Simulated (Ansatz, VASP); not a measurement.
## Y: VASP beside Ansatz

The input INCAR:

```
SYSTEM = Y
ALGO = Normal
EDIFF = 1E-6
ENCUT = 520
GGA = PS
ISIF = 2
ISMEAR = -1
LASPH = .TRUE.
LCHARG = .TRUE.
LELF = .TRUE.
LREAL = .FALSE.
LVHAR = .TRUE.
LWAVE = .FALSE.
NBANDS = 12
NELM = 60
PREC = Accurate
SIGMA = 0.1
```

KPOINTS

```
k-points
0
G
  11 11 11
  0 0 0
```

File POSCAR:

```
Y
1.0
    3.2012155149      0.0000000000      0.0000000000
    0.0000000000      3.2012155149      0.0000000000
    0.0000000000      0.0000000000      3.2012155149
Y
1
Direct
    0.0000000000      0.0000000000      0.0000000000
```

Input for Ansatz:

```yaml
crystal:
  lattice:
    - [3.2012155149, 0.0, 0.0]
    - [0.0, 3.2012155149, 0.0]
    - [0.0, 0.0, 3.2012155149]
  atoms:
    - { symbol: "Y", position: [0.0, 0.0, 0.0] }
hamiltonian:
  xc: pbesol
  pseudopotentials:
    kind: paw
    azcp:
      "Y": "pseudopotentials/Y.paw.azcp"
basis:
  ecutwfc: 420
  fft_grid_basis: typed
kpoints:
  mp_grid: { grid: [11, 11, 11], shift: [0, 0, 0] }
magnetization:
  spin_polarized: false
scf:
  occupations: { method: fermi_dirac, width: 0.1 }
  lower_state_search: "off"
output:
  stress: true
  write_density: true
  write_potential: true
  elf: true
  volumetric_format: npy
```

Alike in both runs: task single point; functional PBEsol; k mesh 11 × 11 × 11; occupations fermi-dirac, width 0.1 eV; no spin polarisation.

|  | VASP | Ansatz |
| --- | --- | --- |
| version | VASP 6.6.1 | Ansatz 0.2.0 |
| potentials or method | VASP PAW PBE potentials, release 64 (Y_sv), cutoff 520 eV | plane waves (420 eV) with PAW, scalar-relativistic |
| valence electrons in the cell | 11 | 11 |

```tsv
	VASP	Ansatz	Ansatz less VASP
pressure (GPa)	-0.1	-0.1	+0.05
```

VASP's potentials were made for PBE, not for PBEsol, and Ansatz warns of the same on its side.
